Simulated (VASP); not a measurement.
# Li (P6_3/mmc) in VASP: single point with PBEsol

Aim: the single point of Li with PBEsol.

All numbers are computed with VASP 6.6.1; they aren't measurements. Logs are shortened: lines on timing, memory, paths and dates and some standing lists are left out, and cuts for length are marked.

**1. The cell of the first run**

It takes space group P6_3/mmc (No. 194, hexagonal). Conventional cell: a = 3.152 Å, b = 3.152 Å, c = 5.160 Å, α = 90.00°, β = 90.00°, γ = 120.00°. Li (site symmetry -6m2) has 12 Li at 3.15 to 3.16 Å within 4.1 Å.

This isn't the form of Li at room conditions, which is bcc.

**2. Single point, PBEsol (22.20 Å³/atom)**

The input, INCAR:

```
SYSTEM = Li
PREC = Accurate
ENCUT = 520
EDIFF = 1E-6
ISMEAR = -1
SIGMA = 0.03
LREAL = .False.
LASPH = .True.
NELM = 80
ALGO = Normal
ISIF = 2
LWAVE = .False.
LCHARG = .True.
GGA = PS
LELF = .True.
LVHAR = .True.
NBANDS = 10
```

The input, KPOINTS:

```
Automatic mesh
0
Gamma
  15 15 8
  0 0 0
```

The input, POSCAR:

```
Li
1.0
    3.1519410852      0.0000000000      0.0000000000
   -1.5759705426      2.7296610510      0.0000000000
    0.0000000000      0.0000000000      5.1600208437
Li
2
Direct
    0.3333333333      0.6666666667      0.2500000000
    0.6666666667      0.3333333333      0.7500000000
```

Potentials or basis: VASP PAW PBE potentials, release 64 (Li_sv).

The run is started by

```sh
$ cat potpaw_PBE.64/Li_sv/POTCAR > POTCAR
$ mpirun -np 1 vasp_std > vasp.out
```

OUTCAR:

```text
SYSTEM = Li
   PREC = Accurate
   ENCUT = 520
   EDIFF = 1E-6
   ISMEAR = -1
   LREAL = .False.
   LASPH = .True.
   NELM = 80
   ISIF = 2
   GGA = PS

 ion  position               nearest neighbor table
   1  0.333  0.667  0.250-
   2  0.667  0.333  0.750-

  LATTYP: Found a hexagonal cell.
 ALAT       =     3.1519410852
 C/A-ratio  =     1.6370930497

  Lattice vectors:

 A1 = (   3.1519410852,   0.0000000000,   0.0000000000)
 A2 = (  -1.5759705426,   2.7296610510,   0.0000000000)
 A3 = (   0.0000000000,   0.0000000000,   5.1600208437)

Analysis of symmetry for initial positions (statically):
=====================================================================
 Subroutine PRICEL returns:
 Original cell was already a primitive cell.

 Routine SETGRP: Setting up the symmetry group for a
 hexagonal supercell.

 Subroutine GETGRP returns: Found 24 space group operations
 (whereof 12 operations were pure point group operations)
 out of a pool of 24 trial point group operations.

The static configuration has the point symmetry D_3d.
 The point group associated with its full space group is D_6h.

Analysis of symmetry for dynamics (positions and initial velocities):
=====================================================================
 Subroutine PRICEL returns:
 Original cell was already a primitive cell.

 Routine SETGRP: Setting up the symmetry group for a
 hexagonal supercell.

 Subroutine GETGRP returns: Found 24 space group operations
 (whereof 12 operations were pure point group operations)
 out of a pool of 24 trial point group operations.

The dynamic configuration has the point symmetry D_3d.
 The point group associated with its full space group is D_6h.

 Subroutine INISYM returns: Found 24 space group operations
 (whereof 12 operations are pure point group operations),
 and found     1 'primitive' translations

----------------------------------------------------------------------------------------

                                     Primitive cell

  volume of cell :      44.3954

  direct lattice vectors                    reciprocal lattice vectors
     3.151941085  0.000000000  0.000000000     0.317264813  0.183172925  0.000000000
    -1.575970543  2.729661051  0.000000000     0.000000000  0.366345851  0.000000000
     0.000000000  0.000000000  5.160020844     0.000000000  0.000000000  0.193797667

  length of vectors
     3.151941085  3.151941085  5.160020844     0.366345851  0.366345851  0.193797667

  position of ions in fractional coordinates (direct lattice)
     0.333333333  0.666666667  0.250000000
     0.666666667  0.333333333  0.750000000

  ion indices of the primitive-cell ions
   primitive index   ion index
                 1           1
                 2           2

----------------------------------------------------------------------------------------

 KPOINTS: Automatic mesh

Automatic generation of k-mesh.
 Grid dimensions read from file:
 generate k-points for:   15   15    8

 Generating k-lattice:

  Cartesian coordinates                     Fractional coordinates (reciprocal lattice)
     0.021150988  0.012211528  0.000000000     0.066666667 -0.000000000  0.000000000
     0.000000000  0.024423057  0.000000000     0.000000000  0.066666667  0.000000000
     0.000000000  0.000000000  0.024224708     0.000000000  0.000000000  0.125000000

  Length of vectors
     0.024423057  0.024423057  0.024224708

  Shift w.r.t. Gamma in fractional coordinates (k-lattice)
     0.000000000  0.000000000  0.000000000

 Subroutine IBZKPT returns following result:
 ===========================================

 Found    135 irreducible k-points:

 Following reciprocal coordinates:
            Coordinates               Weight
  0.000000  0.000000  0.000000      1.000000
  0.066667  0.000000  0.000000      6.000000
  0.133333 -0.000000  0.000000      6.000000
  0.200000  0.000000  0.000000      6.000000
  0.266667 -0.000000  0.000000      6.000000
  0.333333  0.000000  0.000000      6.000000
[... 16 lines left out ...]
  0.333333  0.200000  0.000000     12.000000
  0.400000  0.200000  0.000000      6.000000
 [... further k-points ...]
   k-points           NKPTS =    135   k-points in BZ     NKDIM =    135   number of bands    NBANDS=     10
   number of dos      NEDOS =    301   number of ions     NIONS =      2
   total plane-waves  NPLWV =  23040
   dimension x,y,z NGX =    24 NGY =   24 NGZ =   40
   dimension x,y,z NGXF=    48 NGYF=   48 NGZF=   80
   ions per type =               2
   NGX,Y,Z   is equivalent  to a cutoff of  12.66, 12.66, 12.89 a.u.
   NGXF,Y,Z  is equivalent  to a cutoff of  25.32, 25.32, 25.77 a.u.
 SYSTEM =  Li
   PREC   = accura    normal or accurate (medium, high low for compatibility)
   ISTART =      0    job   : 0-new  1-cont  2-samecut
   ICHARG =      2    charge: 1-file 2-atom 10-const
   ISPIN  =      1    spin polarized calculation?
   LNONCOLLINEAR =      F non collinear calculations
   LSORBIT =      F    spin-orbit coupling
   LASPH  =      T    aspherical Exc in radial PAW
   ENCUT  =  520.0 eV  38.22 Ry    6.18 a.u.   5.86  5.86  9.59*2*pi/ulx,y,z
   NELM   =     80;   NELMIN=  2; NELMDL= -5     # of ELM steps
   EDIFF  = 0.1E-05   stopping-criterion for ELM
   LREAL  =      F    real-space projection
   EDIFFG = 0.1E-04   stopping-criterion for IOM
   NSW    =      0    number of steps for IOM
   IBRION =     -1    ionic relax: 0-MD 1-quasi-New 2-CG
   NFREE  =      0    steps in history (QN), initial steepest desc. (CG)
   ISIF   =      2    stress and relaxation
   ISYM   =      2    0-nonsym 1-usesym 2-fastsym
   POTIM  = 0.5000    time-step for ionic-motion
   TEBEG  =    0.0;   TEEND  =   0.0 temperature during run
   PSTRESS=    0.0 pullay stress
   NELECT =       6.0000    total number of electrons
   NUPDOWN=      -1.0000    fix difference up-down
   EMIN   =  10.00;   EMAX   =-10.00  energy-range for DOS
   EFERMI =   0.00;   METHOD = LEGACY
   ISMEAR =    -1;   SIGMA  =   0.03  broadening in eV -4-tet -1-fermi 0-gaus
   EFERMI_NEDOS =   21; number of points for ismear=-14 and -15
   IALGO  =     38    algorithm
   IMIX   =      4    mixing-type and parameters
     AMIX     =   0.40;   BMIX     =  1.00
     AMIX_MAG =   1.60;   BMIX_MAG =  1.00
  volume/ion in A,a.u.               =      22.20       149.80
  Fermi-wavevector in a.u.,A,eV,Ry     =   0.840129  1.587613  9.603213  0.705816
  Thomas-Fermi vector in A             =   1.954460
   LORBIT       =      0    0 simple, 1 ext, 2 COOP (PROOUT), +10 PAW based schemes
   GGA     = PS    functional components
   LHFCALC =     F    Hartree Fock is set to
   AEXX    =    0.0000 exact exchange contribution
   IVDW    =     0    specifies the selected vdW correction
   LEPSILON=     F    determine dielectric tensor
   LRPA    =     F    only Hartree local field effects (RPA)
 non-spin polarized calculation
  energy-cutoff  :      520.00
  volume of cell :       44.40
 maximum number of plane-waves:      1212
 NGX is ok and might be reduce to    24
   NGX = 11   NGY = 11   NGZ = 19

 number of electron       6.0000001 magnetization

 Free energy of the ion-electron system (eV)
  ---------------------------------------------------
  ext. energy  EPLUGINS =         0.00000000
  ---------------------------------------------------
  free energy    TOTEN  =        -3.92135196 eV

  energy without entropy =       -3.91806996  energy(sigma->0) =       -3.91971096

 E-fermi :   0.3900     XC(G=0):  -6.7998

 val. band max:        0.3784926784   @ k =   0.4000   0.1333   0.0000
 cond. band min:       0.3922362509   @ k =   0.0000   0.0000   0.0000
 fundamental gap:      0.0137435725
 Fermi energy:         0.3899742100

 k-point     1 :       0.0000    0.0000    0.0000
  band No.  band energies     occupation
      1     -45.6864      2.00000
      2     -45.6734      2.00000
      3      -3.0508      2.00000
      4       0.3922      0.96232
      5       3.0149      0.00000
      6      12.1233      0.00000
      7      12.1234      0.00000
      8      13.4407      0.00000
      9      13.4407      0.00000
     10      13.9454      0.00000

 k-point     2 :       0.0667    0.0000    0.0000
  band No.  band energies     occupation
      1     -45.6858      2.00000
      2     -45.6732      2.00000
      3      -2.9824      2.00000
      4       0.4802      0.09427
      5       3.0454      0.00000
      6      11.3813      0.00000
      7      11.6162      0.00000
      8      13.4133      0.00000
      9      13.7526      0.00000
     10      13.8777      0.00000

 k-point     3 :       0.1333   -0.0000    0.0000
  band No.  band energies     occupation
      1     -45.6843      2.00000
      2     -45.6725      2.00000
      3      -2.7771      2.00000
      4       0.7437      0.00002
      5       3.1316      0.00000
      6       9.8714      0.00000
      7      10.7898      0.00000
      8      13.2962      0.00000
      9      13.5164      0.00000
     10      13.8648      0.00000

 k-point     4 :       0.2000    0.0000    0.0000
  band No.  band energies     occupation
      1     -45.6822      2.00000
      2     -45.6715      2.00000
      3      -2.4352      2.00000
      4       1.1822      0.00000
      5       3.2497      0.00000
      6       8.2741      0.00000
      7      10.0167      0.00000
      8      12.4518      0.00000
      9      12.5267      0.00000
     10      13.3985      0.00000
[... 222 lines left out ...]
 k-point    22 :       0.2667    0.2000    0.0000
  band No.  band energies     occupation
      1     -45.6742      2.00000
      2     -45.6691      2.00000
      3      -0.5163      2.00000
      4       3.2940      0.00000
      5       3.6083      0.00000
      6       4.6415      0.00000
      7       6.6573      0.00000
      8       8.7017      0.00000
      9      10.3687      0.00000
     10      10.7304      0.00000

 k-point    23 :       0.3333    0.2000    0.0000
  band No.  band energies     occupation
      1     -45.6724      2.00000
      2     -45.6691      2.00000
      3       0.2767      1.95522
      4       2.4656      0.00000
      5       4.4527      0.00000
      6       4.6042      0.00000
      7       6.3591      0.00000
      8       7.3378      0.00000
      9       9.8678      0.00000
     10      10.3368      0.00000

 k-point    24 :       0.4000    0.2000    0.0000
  band No.  band energies     occupation
      1     -45.6717      2.00000
      2     -45.6692      2.00000
      3       0.8901      0.00000
      4       1.7748      0.00000
      5       4.4672      0.00000
      6       5.3980      0.00000
      7       6.2527      0.00000
      8       6.4059      0.00000
      9       9.6895      0.00000
     10      10.2196      0.00000

 [... further k-points ...]

------------------------ aborting loop because EDIFF is reached ----------------------------------------

  FORCE on cell =-STRESS in cart. coord.  units (eV):
  Direction    XX          YY          ZZ          XY          YZ          ZX
  --------------------------------------------------------------------------------------
  -------------------------------------------------------------------------------------
  Total       -0.3262329     -0.3262329     -0.3246285      0.0000000     -0.0000000      0.0000000
  in kB      -11.7733502    -11.7733502    -11.7154503      0.0000000     -0.0000000      0.0000000
  external PRESSURE =     -11.7540502 kB  Pullay stress =       0.0000000 kB

 VOLUME and BASIS-vectors are now :
 -----------------------------------------------------------------------------
  energy-cutoff  :      520.00
  volume of cell :       44.40
      direct lattice vectors                 reciprocal lattice vectors
     3.151941085  0.000000000  0.000000000     0.317264813  0.183172925  0.000000000
    -1.575970543  2.729661051  0.000000000     0.000000000  0.366345851  0.000000000
     0.000000000  0.000000000  5.160020844     0.000000000  0.000000000  0.193797667

 POSITION                                       TOTAL-FORCE (eV/Angst)
 -----------------------------------------------------------------------------------
     -0.00000      1.81977      1.29001        -0.000000      0.000000      0.000000
      1.57597      0.90989      3.87002         0.000000      0.000000      0.000000
 -----------------------------------------------------------------------------------
    total drift:                               -0.000000      0.000000      0.000000

  FREE ENERGIE OF THE ION-ELECTRON SYSTEM (eV)
  ---------------------------------------------------
  free  energy   TOTEN  =        -3.9213519571 eV

  energy  without entropy=       -3.9180699609  energy(sigma->0) =       -3.91971096
```

Run time: 14 s. Hardware: 1 thread of Intel Xeon Platinum 8559C (Emerald Rapids), shared host; peak memory 0.17 GiB.

Results:

```
Free energy            : -3.9214 eV
Band gap on the k mesh : zero (bands 3 and 4 overlap by 4.43 eV)
```

Caveat: the cutoff is under 1.25 times the usual one of these potentials, so pressure, stress and relaxed cells hold a basis-set (Pulay) error; the PAW data sets were made with another functional, which shifts forces and pressure a little.
